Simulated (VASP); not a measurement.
Set up this calculation in VASP 6.6.1, as the native input.

```
Task                   : single point
Functional             : PBE
Potentials or basis    : VASP PAW PBE potentials, release 64 (Al, N)
Cutoff                 : 520 eV
k mesh                 : 9 × 9 × 6
Occupations            : gaussian, width 0.02 eV
Spin                   : no spin polarisation
Dipole correction      : no
Further INCAR settings : ALGO = Normal; EDIFF = 1e-07; NBANDS = 16
```

The structure of AlN lies in POSCAR:

```
AlN
1.0
    3.1302279165      0.0000000000      0.0000000000
   -1.5651139583      2.7108568953      0.0000000000
    0.0000000000      0.0000000000      5.0181059732
Al N
2 2
Direct
    0.3333333333      0.6666666667      0.0002300922
    0.6666666667      0.3333333333      0.5002300922
    0.3333333333      0.6666666667      0.3817699078
    0.6666666667      0.3333333333      0.8817699078
```

These files were run (other wordings do the same):

INCAR

```
SYSTEM = AlN
  PREC = Accurate
  ENCUT = 520
  EDIFF = 1E-7
  ISMEAR = 0
  SIGMA = 0.02
  LREAL = .False.
  LASPH = .True.
  NELM = 60
  ALGO = Normal
  ISIF = 2
  LWAVE = .False.
  LCHARG = .False.
  GGA = PE
  NBANDS = 16
```

KPOINTS

```
regular mesh
0
Gamma
  9 9 6
  0 0 0
```

Potentials or basis: VASP PAW PBE potentials, release 64 (Al, N).

Run with:

```sh
$ cat potpaw_PBE.64/Al/POTCAR potpaw_PBE.64/N/POTCAR > POTCAR
$ mpirun -np 1 vasp_std > vasp.out
```

Results of the run:

```yaml
Pressure: -0.3 GPa
Band_gap_on_the_k_mesh: 4.04 eV, direct
```

Run time: 30 s on 1 thread of Intel Xeon 6975P-C, with other jobs on the host, peak memory 0.17 GiB.
